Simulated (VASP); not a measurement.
## BaAs: single point with PBE

The system is BaAs.

```
CELL_PARAMETERS angstrom
0.00000 3.44473 3.44473
3.44473 0.00000 3.44473
3.44473 3.44473 0.00000
ATOMIC_POSITIONS crystal
Ba 0.00000 0.00000 0.00000
As 0.25000 0.25000 0.25000
```

```yaml
Program: VASP 6.6.1
Task: single point
Functional: PBE
Potentials_or_basis: VASP PAW PBE potentials, release 64 (Ba_sv, As)
Cutoff: 500 eV
k_mesh: 5 × 5 × 5
Occupations: methfessel-paxton, width 0.0317 eV
Spin: no spin polarisation
Dipole_correction: no
Further_INCAR_settings: ALGO = Normal; EDIFF = 1e-06; NBANDS = 14
```

The pressure is 5.8 GPa.

Levels at points of the mesh, in eV from the Fermi level:
```csv
k point,band 4,band 5,band 6,band 7,band 8,band 9,band 10,band 11,band 12,band 13
"(0.00, 0.00, 0.00)",-11.68,-8.92,-0.61,-0.61,-0.61,2.62,4.39,4.39,7.02,7.02
```

Run time: 5.9 s on 1 thread of Intel(R) Xeon(R) 6975P-C (Granite Rapids), with other jobs on the host, peak memory 0.2 GiB.

Caveat: spin-orbit coupling is left out, which moves the levels of the heavy elements.
